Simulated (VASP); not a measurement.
Set up this calculation in VASP 6.6.1, as the native input.

| Item | Value |
| --- | --- |
| Task | electric field gradients |
| Functional | PBE |
| Potentials or basis | VASP PAW PBE potentials, release 64 (Hg) |
| Cutoff | 520 eV |
| k mesh | 15 × 15 × 15 |
| Occupations | fermi-dirac, width 0.03 eV |
| Spin | no spin polarisation |
| Dipole correction | no |
| Further INCAR settings | ALGO = Normal; EDIFF = 1e-08; NBANDS = 12 |

The structure of Hg lies in POSCAR:

```
Hg
1.0
    1.7300004553      0.9988162286      2.2340000000
   -1.7300004553      0.9988162286      2.2340000000
    0.0000000000     -1.9976324571      2.2340000000
Hg
1
Direct
    0.0000000000      0.0000000000      0.0000000000
```

One way to write it, as run:

INCAR

```
SYSTEM = Hg
PREC     = Accurate       ! precision mode
ENCUT    = 520            ! plane-wave cutoff, eV
EDIFF    = 1E-8           ! SCF threshold, eV
ISMEAR   = -1             ! smearing method
SIGMA    = 0.03           ! smearing width, eV
LREAL    = .False.        ! projectors in reciprocal space
LASPH    = .True.         ! aspherical terms in the spheres
NELM     = 100            ! most SCF steps
ALGO     = Normal         ! electronic algorithm
ISIF     = 2              ! what is computed and relaxed
LWAVE    = .False.        ! write WAVECAR
LCHARG   = .False.        ! write CHGCAR
GGA      = PE             ! functional
LEFG     = .True.       
NBANDS   = 12             ! bands
```

KPOINTS

```
Automatic mesh
0
Gamma
  15 15 15
  0 0 0
```

Potentials or basis: VASP PAW PBE potentials, release 64 (Hg).

The run is started by

```bash
$ cat potpaw_PBE.64/Hg/POTCAR > POTCAR
$ mpirun -np 1 vasp_std > vasp.out
```

Results of the run:

| Property | Result |
| --- | --- |
| Pressure | 6.4 GPa |
| Band gap on the k mesh | zero (bands 6 and 7 overlap by 3.04 eV) |
| Largest electric field gradient by atom | Hg -142.7 V/Å² |

Caveat: the cell stands under pressure; without QUAD_EFG the Cq values of the log hold for a quadrupole moment of 1 mb, not for the nuclei; spin-orbit coupling is left out, which moves the levels of the heavy elements.

It took 75 s on 1 thread of Intel Xeon 8259CL, on a shared host, peak memory 0.22 GiB.
